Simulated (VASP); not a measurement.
# Ru (P6_3/mmc) in VASP: notebook

Ru is run at these levels: r2SCAN; tasks: single point, relaxation of cell and atoms.

Program: VASP 6.6.1. These are calculated values, not measurements. Logs are shortened: lines on timing, memory, paths and dates and some standing lists are left out, and cuts for length are marked.

### Step 1. The cell of the first run

It takes space group P6_3/mmc (No. 194, hexagonal). Conventional cell: a = 2.704 Å, b = 2.704 Å, c = 4.262 Å, α = 90.00°, β = 90.00°, γ = 120.00°. Ru (site symmetry -6m2) has 12 Ru at 2.64 to 2.70 Å within 3.5 Å.

### Step 2. Single point, r2SCAN

POSCAR

```
Ru
1.0
    2.7039742935      0.0000000000      0.0000000000
   -1.3519871468      2.3417104294      0.0000000000
    0.0000000000      0.0000000000      4.2623377203
Ru
2
Direct
    0.3333333333      0.6666666667      0.2500000000
    0.6666666667      0.3333333333      0.7500000000
```

INCAR.step1

```
SYSTEM = Ru
PREC = Accurate
ENCUT = 520
ISMEAR = -1
SIGMA = 0.05
LREAL = .FALSE.
LASPH = .TRUE.
NELM = 100
NBANDS = 21
GGA = PE
ALGO = Normal
EDIFF = 1E-4
LWAVE = .TRUE.
LCHARG = .FALSE.
```

INCAR.step2

```
SYSTEM = Ru
PREC = Accurate
ENCUT = 520
EDIFF = 1E-7
ISMEAR = -1
SIGMA = 0.05
LREAL = .FALSE.
LASPH = .TRUE.
NELM = 100
ALGO = Normal
ISIF = 2
LWAVE = .FALSE.
LCHARG = .FALSE.
METAGGA = R2SCAN
LMIXTAU = .TRUE.
NBANDS = 21
ISTART = 1
```

KPOINTS

```
regular mesh
0
G
  21 21 12
  0 0 0
```

Potentials or basis: VASP PAW PBE potentials, release 64 (Ru_pv).

Run with:

```sh
$ cat potpaw_PBE.64/Ru_pv/POTCAR > POTCAR
$ cp INCAR.step1 INCAR
$ mpirun -np 1 vasp_std > vasp.out
$ cp INCAR.step2 INCAR
$ mpirun -np 1 vasp_std > vasp.out
```

OUTCAR:

```text
SYSTEM = Ru
   PREC = Accurate
   ENCUT = 520
   EDIFF = 1E-7
   ISMEAR = -1
   LREAL = .FALSE.
   LASPH = .TRUE.
   NELM = 100
   ISIF = 2
   METAGGA = R2SCAN
   ISTART = 1

 ion  position               nearest neighbor table
   1  0.333  0.667  0.250-   2 2.64   2 2.64   2 2.64   2 2.64   2 2.64   2 2.64
   2  0.667  0.333  0.750-   1 2.64   1 2.64   1 2.64   1 2.64   1 2.64   1 2.64

  LATTYP: Found a hexagonal cell.
 ALAT       =     2.7039742935
 C/A-ratio  =     1.5763233144

  Lattice vectors:

 A1 = (   2.7039742935,   0.0000000000,   0.0000000000)
 A2 = (  -1.3519871468,   2.3417104294,   0.0000000000)
 A3 = (   0.0000000000,   0.0000000000,   4.2623377203)

Analysis of symmetry for initial positions (statically):
=====================================================================
 Subroutine PRICEL returns:
 Original cell was already a primitive cell.

 Routine SETGRP: Setting up the symmetry group for a
 hexagonal supercell.

 Subroutine GETGRP returns: Found 24 space group operations
 (whereof 12 operations were pure point group operations)
 out of a pool of 24 trial point group operations.

The static configuration has the point symmetry D_3d.
 The point group associated with its full space group is D_6h.

Analysis of symmetry for dynamics (positions and initial velocities):
=====================================================================
 Subroutine PRICEL returns:
 Original cell was already a primitive cell.

 Routine SETGRP: Setting up the symmetry group for a
 hexagonal supercell.

 Subroutine GETGRP returns: Found 24 space group operations
 (whereof 12 operations were pure point group operations)
 out of a pool of 24 trial point group operations.

The dynamic configuration has the point symmetry D_3d.
 The point group associated with its full space group is D_6h.

 Subroutine INISYM returns: Found 24 space group operations
 (whereof 12 operations are pure point group operations),
 and found     1 'primitive' translations

----------------------------------------------------------------------------------------

[... 82 lines left out ...]
 SYSTEM =  Ru
   PREC   = accura    normal or accurate (medium, high low for compatibility)
   ISTART =      1    job   : 0-new  1-cont  2-samecut
   ICHARG =      0    charge: 1-file 2-atom 10-const
   ISPIN  =      1    spin polarized calculation?
   LNONCOLLINEAR =      F non collinear calculations
   LSORBIT =      F    spin-orbit coupling
   LASPH  =      T    aspherical Exc in radial PAW
   ENCUT  =  520.0 eV  38.22 Ry    6.18 a.u.   5.03  5.03  7.93*2*pi/ulx,y,z
   NELM   =    100;   NELMIN=  2; NELMDL=  0     # of ELM steps
   EDIFF  = 0.1E-06   stopping-criterion for ELM
   LREAL  =      F    real-space projection
   EDIFFG = 0.1E-05   stopping-criterion for IOM
   NSW    =      0    number of steps for IOM
   IBRION =     -1    ionic relax: 0-MD 1-quasi-New 2-CG
   NFREE  =      0    steps in history (QN), initial steepest desc. (CG)
   ISIF   =      2    stress and relaxation
   ISYM   =      2    0-nonsym 1-usesym 2-fastsym
   POTIM  = 0.5000    time-step for ionic-motion
   TEBEG  =    0.0;   TEEND  =   0.0 temperature during run
   PSTRESS=    0.0 pullay stress
   NELECT =      28.0000    total number of electrons
   NUPDOWN=      -1.0000    fix difference up-down
   EMIN   =  10.00;   EMAX   =-10.00  energy-range for DOS
   EFERMI =   0.00;   METHOD = LEGACY
   ISMEAR =    -1;   SIGMA  =   0.05  broadening in eV -4-tet -1-fermi 0-gaus
   EFERMI_NEDOS =   21; number of points for ismear=-14 and -15
   IALGO  =     38    algorithm
   IMIX   =      4    mixing-type and parameters
     AMIX     =   0.40;   BMIX     =  1.00
     AMIX_MAG =   1.60;   BMIX_MAG =  1.00
  volume/ion in A,a.u.               =      13.49        91.06
  Fermi-wavevector in a.u.,A,eV,Ry     =   1.657294  3.131832 37.370094  2.746624
  Thomas-Fermi vector in A             =   2.745072
   LORBIT       =      0    0 simple, 1 ext, 2 COOP (PROOUT), +10 PAW based schemes
   METAGGA = R2SCAN    functional components
   LHFCALC =     F    Hartree Fock is set to
   AEXX    =    0.0000 exact exchange contribution
   IVDW    =     0    specifies the selected vdW correction
   LEPSILON=     F    determine dielectric tensor
   LRPA    =     F    only Hartree local field effects (RPA)
 non-spin polarized calculation
  energy-cutoff  :      520.00
  volume of cell :       26.99
 maximum number of plane-waves:       744
 NGX is ok and might be reduce to    20
   NGX =  9   NGY =  9   NGZ = 15

 number of electron      28.0000004 magnetization

 Free energy of the ion-electron system (eV)
  ---------------------------------------------------
  ext. energy  EPLUGINS =         0.00000000
  ---------------------------------------------------
  free energy    TOTEN  =       -50.86161028 eV

  energy without entropy =      -50.84771422  energy(sigma->0) =      -50.85466225

 E-fermi :  12.8519     XC(G=0): -15.4514

 val. band max:       12.8514140095   @ k =   0.4286   0.1429   0.3333
 cond. band min:      12.8550814889   @ k =   0.2857   0.1905   0.2500
 fundamental gap:      0.0036674794
 Fermi energy:        12.8518655459

 k-point     1 :       0.0000    0.0000    0.0000
  band No.  band energies     occupation
      1     -32.2788      2.00000
      2     -31.2514      2.00000
      3     -31.2514      2.00000
      4     -31.0613      2.00000
      5     -31.0613      2.00000
      6     -31.0106      2.00000
[... 565 lines left out ...]
     20      21.2434      0.00000
     21      23.4697      0.00000

 [... further k-points ...]

------------------------ aborting loop because EDIFF is reached ----------------------------------------

  FORCE on cell =-STRESS in cart. coord.  units (eV):
  Direction    XX          YY          ZZ          XY          YZ          ZX
  --------------------------------------------------------------------------------------
  -------------------------------------------------------------------------------------
  Total        0.2437603      0.2437603      0.2716203     -0.0000000     -0.0000000      0.0000000
  in kB       14.4707110     14.4707110     16.1246112     -0.0000000     -0.0000000      0.0000000
  external PRESSURE =      15.0220110 kB  Pullay stress =       0.0000000 kB

 VOLUME and BASIS-vectors are now :
 -----------------------------------------------------------------------------
  energy-cutoff  :      520.00
  volume of cell :       26.99
      direct lattice vectors                 reciprocal lattice vectors
     2.703974293  0.000000000  0.000000000     0.369826001  0.213519141  0.000000000
    -1.351987147  2.341710429  0.000000000     0.000000000  0.427038283  0.000000000
     0.000000000  0.000000000  4.262337720     0.000000000  0.000000000  0.234613038

 POSITION                                       TOTAL-FORCE (eV/Angst)
 -----------------------------------------------------------------------------------
     -0.00000      1.56114      1.06558         0.000000      0.000000      0.000000
      1.35199      0.78057      3.19675        -0.000000     -0.000000      0.000000
 -----------------------------------------------------------------------------------
    total drift:                               -0.000000      0.000000     -0.000000

  FREE ENERGIE OF THE ION-ELECTRON SYSTEM (eV)
  ---------------------------------------------------
  free  energy   TOTEN  =       -50.8616102773 eV

  energy  without entropy=      -50.8477142214  energy(sigma->0) =      -50.85466225
```

OSZICAR.step1:

```text
N       E                     dE             d eps       ncg     rms          rms(c)
DAV:   1     0.287478491325E+03    0.28748E+03   -0.17656E+04 14168   0.149E+03
DAV:   2    -0.139565900273E+02   -0.30144E+03   -0.29216E+03 14502   0.445E+02
DAV:   3    -0.197584942431E+02   -0.58019E+01   -0.57670E+01 16597   0.692E+01
DAV:   4    -0.198014219113E+02   -0.42928E-01   -0.42871E-01 17833   0.571E+00
DAV:   5    -0.198019373468E+02   -0.51544E-03   -0.51166E-03 15986   0.561E-01    0.180E+01
DAV:   6    -0.185486104226E+02    0.12533E+01   -0.28126E+00 16237   0.164E+01    0.494E+00
DAV:   7    -0.184712289798E+02    0.77381E-01   -0.43480E-01 16202   0.492E+00    0.106E+00
DAV:   8    -0.184637428385E+02    0.74861E-02   -0.16830E-02 15475   0.111E+00    0.326E-01
DAV:   9    -0.184634202139E+02    0.32262E-03   -0.69209E-04 16002   0.279E-01    0.341E-02
DAV:  10    -0.184634291069E+02   -0.88930E-05   -0.48011E-05  9229   0.729E-02
   1 F= -.18463429E+02 E0= -.18456269E+02  d E =-.143203E-01
```

Wall time 13 min (1 thread of Intel Xeon 8259CL, shared host); peak memory 0.26 GiB.

Results:

* Free energy: -50.8616 eV
* Pressure: 1.5 GPa
* Band gap on the k mesh: zero (bands 14 and 15 overlap by 3.35 eV)

Stress tensor (GPa, compression positive):
```
1.45 0.00 0.00
0.00 1.45 0.00
0.00 0.00 1.61
```

Levels at points of the mesh, in eV from the Fermi level:
| k point | band 11 | band 12 | band 13 | band 14 | band 15 | band 16 | band 17 | band 18 |
| --- | --- | --- | --- | --- | --- | --- | --- | --- |
| (0.00, 0.00, 0.00) | -2.52 | -2.02 | -2.02 | -1.52 | -1.52 | 1.23 | 1.23 | 1.39 |
| (0.00, 0.00, 0.50) | -2.93 | -2.93 | -2.84 | -2.84 | 0.56 | 0.56 | 0.56 | 0.56 |

Caveat: the PAW data sets were made with another functional, which shifts forces and pressure a little.

### Step 3. Relaxation of cell and atoms, r2SCAN

This run uses another cell than the first one, of 13.55 Å³/atom.

POSCAR

```
Ru
1.0
    2.7038900000      0.0000000000      0.0000000000
   -1.3519450000      2.3416374290      0.0000000000
    0.0000000000      0.0000000000      4.2816800000
Ru
2
Direct
    0.3333333333      0.6666666667      0.2500000000
    0.6666666667      0.3333333333      0.7500000000
```

INCAR.step1

```
  PREC = Accurate
  ENCUT = 600
  ISMEAR = -1
  SIGMA = 0.05
  LREAL = False
  LASPH = True
  NELM = 80
  GGA = PE
  ALGO = Normal
  EDIFF = 1E-4
  LWAVE = True
  LCHARG = False
```

INCAR.step2

```
  PREC = Accurate
  ENCUT = 600
  EDIFF = 1E-6
  ISMEAR = -1
  SIGMA = 0.05
  LREAL = False
  LASPH = True
  NELM = 80
  ALGO = Normal
  ISIF = 3
  LWAVE = False
  LCHARG = False
  METAGGA = R2SCAN
  LMIXTAU = True
  IBRION = 2
  NSW = 100
  EDIFFG = -0.003
  ISTART = 1
```

KPOINTS

```
regular mesh
0
Gamma
  21 21 12
```

Potentials or basis: VASP PAW PBE potentials, release 64 (Ru_pv).

Run with:

```sh
$ cat potpaw_PBE.64/Ru_pv/POTCAR > POTCAR
$ cp INCAR.step1 INCAR
$ mpirun -np 1 vasp_std > vasp.out
$ cp INCAR.step2 INCAR
$ mpirun -np 1 vasp_std > vasp.out
```

Wall time 73 min (1 thread of Oxide Virtual Turin-like, shared host); peak memory 0.27 GiB.

Results (log left out):

- Free energy: -50.8598 eV
- Energy gained by relaxing: 0.3 meV/atom
- Ionic steps: 5
- Pressure after relaxing: 0.0 GPa
- Band gap on the k mesh: zero (bands 14 and 15 overlap by 3.33 eV)

The path:
```csv
step,energy change (eV),largest force (eV/Å),pressure (GPa),volume (Å³)
1,0.0000,0.0000,-0.04,27.11
2,-0.0001,0.0000,0.24,27.09
3,-0.0005,0.0000,0.08,27.10
4,-0.0005,0.0000,-0.22,27.13
5,-0.0005,0.0000,0.03,27.11
```

Final structure:
```
Ru
1.0
     2.70782    0.00000    0.00000
    -1.35391    2.34504    0.00000
     0.00000    0.00000    4.26904
Ru
2
Direct
  0.33333 0.66667 0.25000
  0.66667 0.33333 0.75000
```

Levels at points of the mesh, in eV from the Fermi level:
```csv
k point,band 12,band 13,band 14,band 15,band 16,band 17
"(0.00, 0.00, 0.00)",-2.01,-2.01,-1.51,-1.51,1.22,1.22
"(0.00, 0.00, 0.50)",-2.91,-2.82,-2.82,0.55,0.55,0.55
```

Caveat: the PAW data sets were made with another functional, which shifts forces and pressure a little.
